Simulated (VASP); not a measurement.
Input of a VASP 6.6.1 run:

The input INCAR:

```
PREC = Accurate
ENCUT = 600
EDIFF = 1E-7
ISMEAR = 0
SIGMA = 0.01
LREAL = F
LASPH = T
NELM = 60
ALGO = Normal
ISIF = 3
LWAVE = F
LCHARG = F
IBRION = 2
NSW = 80
EDIFFG = -0.001
```

The input KPOINTS:

```
regular mesh
0
Gamma
  12 12 12
```

POSCAR

```
C
1.0
    0.0000000000      1.7658687228      1.7658687228
    1.7658687228      0.0000000000      1.7658687228
    1.7658687228      1.7658687228      0.0000000000
C
2
Direct
    0.5000000000      0.5000000000      0.5000000000
    0.7500000000      0.7500000000      0.7500000000
```

Potentials or basis: VASP PAW LDA potentials, release 64 (C).

Run with:

```console
$ cat potpaw_LDA.64/C/POTCAR > POTCAR
$ mpirun -np 1 vasp_std > vasp.out
```

**Question.** Estimate the space group after relaxing (to 0.1 Å).

**Answer.** Fd-3m (No. 227).

**Question.** Estimate the relaxed volume.

**Answer.** 5.52 Å³/atom.

**Question.** Predict the band gap on the k mesh.

**Answer.** 4.19 eV (least direct gap 5.62 eV).

Final structure:
```xyz
2
Lattice="0.0000 1.7669 1.7669 1.7669 0.0000 1.7669 1.7669 1.7669 0.0000" Properties=species:S:1:pos:R:3 pbc="T T T"
C     1.7669    1.7669    1.7669
C     2.6504    2.6504    2.6504
```

A k mesh can miss the band edges.
